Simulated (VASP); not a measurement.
Here is a VASP 6.6.1 calculation.

File INCAR:

```
PREC = Accurate ; ENCUT = 520
EDIFF = 1E-6 ; ISMEAR = -1
SIGMA = 0.1 ; LREAL = False
LASPH = True ; NELM = 80
ALGO = Normal ; ISIF = 2
LWAVE = False ; LCHARG = False
NBANDS = 33
```

File KPOINTS:

```
Automatic mesh
0
Gamma
  4 4 6
```

Contents of POSCAR:

```
TaN
1.0
    2.6032410000      4.5089440000      0.0000000000
   -2.6032410000      4.5089440000      0.0000000000
    0.0000000000      0.0000000000      2.9200480000
Ta N
3 3
Direct
    0.0000000000      0.0000000000      0.0000000000
    0.3333000000      0.3334000000      0.5000000000
    0.6666000000      0.6667000000      0.5000000000
    0.5000000000      0.5000000000      0.0000000000
    0.5000000000      0.0000000000      0.0000000000
    0.0000000000      0.5000000000      0.0000000000
```

Potentials or basis: VASP PAW LDA potentials, release 64 (Ta_pv, N).

The run is started by

```sh
$ cat potpaw_LDA.64/Ta_pv/POTCAR potpaw_LDA.64/N/POTCAR > POTCAR
$ mpirun -np 1 vasp_std > vasp.out
```

Task: Estimate the pressure.

Result: -6.5 GPa.

Task: Predict the largest force.

Result: 0.007 eV/Å.

Task: What does it give for the band gap on the k mesh?

Result: Zero (bands 24 and 25 overlap by 2.10 eV).

Stress tensor (GPa, compression positive):
```
-4.94  0.00  0.00
 0.00 -4.93  0.00
 0.00  0.00 -9.62
```

Caveat: the cell stands under tension; spin-orbit coupling is left out, which moves the levels of the heavy elements.
